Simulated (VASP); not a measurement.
## Hf: relaxation of shape and atoms at fixed volume with PBE

The system is Hf.

```
CELL_PARAMETERS angstrom
3.26712 0.00000 0.00000
-1.63356 2.82941 0.00000
0.00000 0.00000 5.16801
ATOMIC_POSITIONS crystal
Hf 0.33333 0.66667 0.25000
Hf 0.66667 0.33333 0.75000
```

```
Program                : VASP 6.6.1
Task                   : relaxation of shape and atoms at fixed volume
Functional             : PBE
Potentials or basis    : VASP PAW PBE potentials, release 64 (Hf_pv)
Cutoff                 : 600 eV
k mesh                 : 18 × 18 × 8
Occupations            : gaussian, width 0.1 eV
Spin                   : no spin polarisation
Dipole correction      : no
Further INCAR settings : ALGO = Fast; EDIFF = 1e-07; IBRION = 2; EDIFFG = -0.01; NSW = 50; ISIF = 4
```

```yaml
Energy_gained_by_relaxing: 0.1 meV/atom
Ionic_steps: 2
Pressure_after_relaxing: -6.1 GPa
Band_gap_on_the_k_mesh: zero (bands 10 and 11 overlap by 1.58 eV)
```

The path:
```
step  energy change (eV)  largest force (eV/Å)  pressure (GPa)  volume (Å³)
   1              0.0000                0.0000           -6.06        47.77
   2             -0.0001                0.0000           -6.07        47.77
```

Final structure:
```
Hf
1.0
     3.26981    0.00000    0.00000
    -1.63491    2.83174    0.00000
     0.00000    0.00000    5.15950
Hf
2
Direct
  0.33333 0.66667 0.25000
  0.66667 0.33333 0.75000
```

Levels at points of the mesh, in eV from the Fermi level:
```
           k point  band 8  band 9  band 10  band 11  band 12  band 13
(0.00, 0.00, 0.00)   -3.51    0.45     1.15     1.15     1.43     1.90
(0.50, 0.00, 0.00)   -2.53   -2.03    -0.90     0.78     0.80     1.57
(0.00, 0.00, 0.50)   -5.29    0.17     0.17     1.04     1.04     1.04
(0.50, 0.00, 0.50)   -3.21   -0.88    -0.88     0.98     0.98     2.49
```

Wall time 3 min on 1 thread of Intel(R) Xeon(R) Platinum 8259CL CPU @ 2.50GHz (Skylake/Cascade Lake), on a shared host, peak memory 0.28 GiB.

Caveat: spin-orbit coupling is left out, which moves the levels of the heavy elements.
